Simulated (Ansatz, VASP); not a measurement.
**Mg2ZnO3: VASP beside Ansatz**

```xyz
6
Lattice="2.9589 0.0000 0.0000 -1.4794 2.5625 0.0000 0.0000 0.0000 7.2121" Properties=species:S:1:pos:R:3 pbc="T T T"
Mg    0.0000    1.7083    4.8049
Mg    1.4794    0.8541    2.4072
Zn    0.0000    0.0000    0.0000
O     0.0000    1.7083    1.2345
O     1.4794    0.8542    5.9775
O     0.0000   -0.0001    3.6060
```

Change from the starting cell: all Zn atoms moved 0.1 Å in one direction; relaxed back.

Alike in both runs: functional LDA; k mesh 12 × 12 × 4; occupations gaussian, width 0.05 eV; no spin polarisation.

Ansatz relaxed the structure, and its values are those at the end. VASP's run is a single point on that final structure, the one shown.

|  | VASP | Ansatz |
| --- | --- | --- |
| version | VASP 6.6.1 | Ansatz 0.2.0 |
| potentials or method | VASP PAW LDA potentials, release 64 (Mg, Zn, O), cutoff 520 eV | scalar-relativistic, plane waves, PAW |
| valence electrons in the cell | 34 | 50 |

Ansatz gave:

- gap on the k mesh at the Fermi level (eV): 3.37
- least direct gap on the mesh (eV): 3.46
- pressure (GPa): 0.0
- rms of the force components (eV/Å): 0.001

Problem. Estimate VASP's values.

Solution. gap on the k mesh at the Fermi level (eV): 3.37; least direct gap on the mesh (eV): 3.46; pressure (GPa): -0.9; rms of the force components (eV/Å): 0.031.

LDA's correlation is that of Perdew and Zunger in VASP and of Perdew and Wang (1992) in Ansatz. VASP's potentials hold 34 valence electrons a cell and Ansatz's 50, so a difference there can come from the potentials and not from the codes.
